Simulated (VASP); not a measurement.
Write the native input for VASP 6.6.1 that does the following.

| Property | Result |
| --- | --- |
| Task | relaxation of cell and atoms |
| Functional | PBE |
| Dispersion | D4 |
| Potentials or basis | VASP PAW PBE potentials, release 64 (Zr_sv, B) |
| Cutoff | 600 eV |
| k mesh | 12 × 12 × 9 |
| Occupations | methfessel-paxton, width 0.15 eV |
| Spin | no spin polarisation |
| Dipole correction | no |
| Further INCAR settings | ALGO = Normal; EDIFF = 1e-06; IBRION = 2; EDIFFG = -0.05; NSW = 80; ISIF = 3 |

The structure of ZrB2 lies in POSCAR:

```
ZrB2
1.0
    3.1700000000      0.0000000000      0.0000000000
   -1.5850000000      2.7453000000      0.0000000000
    0.0000000000      0.0000000000      3.5330000000
Zr B
1 2
Direct
    0.0000000000      0.0000000000      0.0000000000
    0.3333333333      0.6666666667      0.5000000000
    0.6666666667      0.3333333333      0.5000000000
```

These files were run (other wordings do the same):

INCAR

```
SYSTEM = ZrB2
PREC = Accurate ; ENCUT = 600
EDIFF = 1E-6 ; ISMEAR = 1
SIGMA = 0.15 ; LREAL = .FALSE.
LASPH = .TRUE. ; NELM = 60
ALGO = Normal ; ISIF = 3
LWAVE = .FALSE. ; LCHARG = .FALSE.
GGA = PE ; IVDW = 13
IBRION = 2 ; NSW = 80
EDIFFG = -0.05
```

KPOINTS

```
regular mesh
0
G
  12 12 9
  0 0 0
```

Potentials or basis: VASP PAW PBE potentials, release 64 (Zr_sv, B).

Run with:

```sh
$ cat potpaw_PBE.64/Zr_sv/POTCAR potpaw_PBE.64/B/POTCAR > POTCAR
$ mpirun -np 1 vasp_std > vasp.out
```

It gave:

- Relaxed volume: 10.04 Å³/atom
- Relaxed cell: a = 3.150 Å, b = 3.150 Å, c = 3.506 Å, α = 90.00°, β = 90.00°, γ = 120.00°
- Space group after relaxing (to 0.05 Å): P6/mmm (No. 191)
- Energy gained by relaxing: 3.2 meV/atom
- Ionic steps: 3
- Pressure after relaxing: 0.0 GPa
- Band gap on the k mesh: zero (band 9 reaches 11.52 eV, above the bottom of band 10 at 10.21 eV)
- Dispersion energy per atom: -0.322 eV

Caveat: pairwise dispersion overbinds metals, which lowers pressure and volume.

It took 60 s on 1 thread of Intel(R) Xeon(R) Platinum 8488C (Sapphire Rapids), with other jobs on the host, peak memory 0.19 GiB.
